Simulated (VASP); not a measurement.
A run of VASP 6.6.1 is set up as follows.

File INCAR:

```
SYSTEM = HfO2
PREC = Accurate
ENCUT = 600
EDIFF = 1E-6
ISMEAR = -1
SIGMA = 0.05
LREAL = .False.
LASPH = .True.
NELM = 100
ALGO = Normal
ISIF = 3
LWAVE = .False.
LCHARG = .False.
GGA = RE
IBRION = 2
NSW = 60
EDIFFG = -0.01
```

KPOINTS

```
regular mesh
0
Gamma
  5 6 5
  0 0 0
```

POSCAR

```
HfO2
1.0
    5.2194633600      0.0000000000      0.0000000000
    0.0000000000      5.0047636900      0.0000000000
    0.0000000000      0.0000000000      5.0326850500
Hf O
4 8
Direct
    0.9669940000      0.7325208200      0.7414403500
    0.5330060000      0.7325208200      0.2414403500
    0.4669940000      0.2674791800      0.7414403500
    0.0330060000      0.2674791800      0.2414403500
    0.6321274500      0.9286454000      0.8792672600
    0.8678725500      0.9286454000      0.3792672600
    0.2339485200      0.5398830500      0.4922923900
    0.2660514800      0.5398830500      0.9922923900
    0.7660514800      0.4601169500      0.9922923900
    0.7339485200      0.4601169500      0.4922923900
    0.1321274500      0.0713546000      0.8792672600
    0.3678725500      0.0713546000      0.3792672600
```

Potentials or basis: VASP PAW PBE potentials, release 64 (Hf_pv, O).

Launch:

```bash
$ cat potpaw_PBE.64/Hf_pv/POTCAR potpaw_PBE.64/O/POTCAR > POTCAR
$ mpirun -np 1 vasp_std > vasp.out
```

Task: Estimate the space group after relaxing (to 0.1 Å).

Result: Pca2_1 (No. 29).

Task: What does it give for the band gap on the k mesh?

Result: 4.41 eV (least direct gap 4.64 eV).

Task: What does it give for the relaxed cell?

Result: a = 5.302 Å, b = 5.071 Å, c = 5.103 Å, α = 90.00°, β = 90.00°, γ = 90.00°.

Forces in eV/Å, atoms in the order of the input:
```
Hf   0.004  0.004 -0.007
Hf  -0.004  0.004 -0.007
Hf   0.004 -0.004 -0.007
Hf  -0.004 -0.004 -0.007
O    0.002  0.001  0.004
O   -0.002  0.001  0.004
O    0.007  0.003  0.002
O   -0.007  0.003  0.002
O   -0.007 -0.003  0.002
O    0.007 -0.003  0.002
O    0.002 -0.001  0.004
O   -0.002 -0.001  0.004
```

Caveat: the PAW data sets were made with another functional, which shifts forces and pressure a little; spin-orbit coupling is left out, which moves the levels of the heavy elements. A k mesh can miss the band edges.
